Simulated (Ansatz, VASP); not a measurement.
# Cu in VASP and in Ansatz

INCAR

```
ALGO = Normal
EDIFF = 1E-7
ENCUT = 520
GGA = CA
ISIF = 2
ISMEAR = -1
LASPH = True
LCHARG = False
LREAL = False
LWAVE = False
NBANDS = 12
NELM = 80
PREC = Accurate
SIGMA = 0.1
```

The input KPOINTS:

```
k-points
0
Gamma
  17 17 17
```

Contents of POSCAR:

```
Cu
1.0
   -1.4568843500      1.4431235500      1.3760800000
    1.4431235500     -1.4568843500      1.3760800000
    1.4424564500      1.4424564500     -1.3905079000
Cu
1
Direct
    0.0000000000      0.0000000000      0.0000000000
```

Input for Ansatz:

```yaml
crystal:
  lattice:
    - [-1.45688435, 1.44312355, 1.37608]
    - [1.44312355, -1.45688435, 1.37608]
    - [1.4424564500000001, 1.4424564500000001, -1.3905079]
  atoms:
    - { symbol: Cu, position: [0.0, 0.0, 0.0] }
basis:
  ecutwfc: 476.19925930478996
kpoints:
  mp_grid:
    grid: [17, 17, 17]
hamiltonian:
  xc: lda
  pseudopotentials:
    kind: paw
scf:
  occupations:
    method: fermi_dirac
output:
  stress: true
```

Alike in both runs: task single point; functional LDA; k mesh 17 × 17 × 17; no spin polarisation.

```csv
,VASP,Ansatz
version,VASP 6.6.1,Ansatz 0.2.0
potentials or method,"VASP PAW LDA potentials, release 64 (Cu), cutoff 520 eV","plane waves, PAW"
occupations,"fermi-dirac, width 0.1 eV",fermi-dirac
valence electrons in the cell,11,19
```

```csv
,VASP,Ansatz,Ansatz less VASP
pressure (GPa),-6.9,-7.7,-0.84
"traceless stress, the component that is largest in VASP (GPa)",1.23,1.23,-0.002
```

LDA's correlation is that of Perdew and Zunger in VASP and of Perdew and Wang (1992) in Ansatz. VASP's potentials hold 11 valence electrons a cell and Ansatz's 19, so a difference there can come from the potentials and not from the codes.
